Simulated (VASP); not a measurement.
GaP:

```
CELL_PARAMETERS angstrom
0.00000 2.72525 2.72525
2.72525 0.00000 2.72525
2.72525 2.72525 0.00000
ATOMIC_POSITIONS crystal
Ga 0.00000 0.00000 0.00000
P 0.25000 0.25000 0.25000
```

Base run:

```yaml
Program: VASP 6.6.1
Functional: PBEsol
Potentials_or_basis: VASP PAW PBE potentials, release 64 (Ga_d, P)
Cutoff: 520 eV
k_mesh: 14 × 14 × 14
Occupations: fermi-dirac, width 0.02 eV
Spin: no spin polarisation
```

Its results: band gap on the k mesh 1.47 eV, indirect (least direct gap 1.75 eV); pressure -0.6 GPa.

Task: The run is repeated on the same cell with these changes: functional from PBEsol to PBE. What comes out?

Result: Band gap on the k mesh 1.59 eV, indirect (least direct gap 1.83 eV); pressure 2.5 GPa.

PBE binds less tightly than PBEsol, so the same cell stands under more pressure.

Caveats: the PAW data sets were made with another functional, which shifts forces and pressure a little (some runs).

A k mesh can miss the band edges.
